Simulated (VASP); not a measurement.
Write the native input for VASP 6.6.1 that does the following.

* Task: single point
* Functional: r2SCAN
* Potentials or basis: VASP PAW PBE potentials, release 64 (Ca_sv, Se)
* Cutoff: 520 eV
* k mesh: 6 × 6 × 6
* Occupations: gaussian, width 0.01 eV
* Spin: no spin polarisation
* Dipole correction: no
* Further INCAR settings: ALGO = Normal; EDIFF = 1e-06; NBANDS = 15

The system is CaSe.

```xyz
2
Lattice="0.0000 2.9070 2.9070 2.9070 0.0000 2.9070 2.9070 2.9070 0.0000" Properties=species:S:1:pos:R:3 pbc="T T T"
Ca    0.0000    0.0000    0.0000
Se    2.9070    2.9070    2.9070
```

This cell differs from its parent crystal: volume changed by -6%.

One way to write it, as run:

POSCAR

```
CaSe
1.0
    0.0000000000      2.9069517456      2.9069517456
    2.9069517456      0.0000000000      2.9069517456
    2.9069517456      2.9069517456      0.0000000000
Ca Se
1 1
Direct
    0.0000000000      0.0000000000      0.0000000000
    0.5000000000      0.5000000000      0.5000000000
```

INCAR.step1

```
SYSTEM = CaSe
PREC = Accurate ; ENCUT = 520
ISMEAR = 0 ; SIGMA = 0.01
LREAL = .FALSE. ; LASPH = .TRUE.
NELM = 100 ; NBANDS = 15
GGA = PE ; ALGO = Normal
EDIFF = 1E-4 ; LWAVE = .TRUE.
LCHARG = .FALSE.
```

INCAR.step2

```
SYSTEM = CaSe
PREC = Accurate ; ENCUT = 520
EDIFF = 1E-6 ; ISMEAR = 0
SIGMA = 0.01 ; LREAL = .FALSE.
LASPH = .TRUE. ; NELM = 100
ALGO = Normal ; ISIF = 2
LWAVE = .FALSE. ; LCHARG = .FALSE.
METAGGA = R2SCAN ; LMIXTAU = .TRUE.
NBANDS = 15 ; ISTART = 1
```

KPOINTS

```
Automatic mesh
0
G
  6 6 6
  0 0 0
```

Potentials or basis: VASP PAW PBE potentials, release 64 (Ca_sv, Se).

The run is started by

```bash
$ cat potpaw_PBE.64/Ca_sv/POTCAR potpaw_PBE.64/Se/POTCAR > POTCAR
$ cp INCAR.step1 INCAR
$ mpirun -np 1 vasp_std > vasp.out
$ cp INCAR.step2 INCAR
$ mpirun -np 1 vasp_std > vasp.out
```

Results of the run:

The pressure is 4.0 GPa and the band gap on the k mesh is 2.36 eV, indirect (least direct gap 3.36 eV).

Caveat: the PAW data sets were made with another functional, which shifts forces and pressure a little.

Run time: 24 s on 1 thread of Intel(R) Xeon(R) 6975P-C (Granite Rapids) (shared host), peak memory 0.19 GiB.
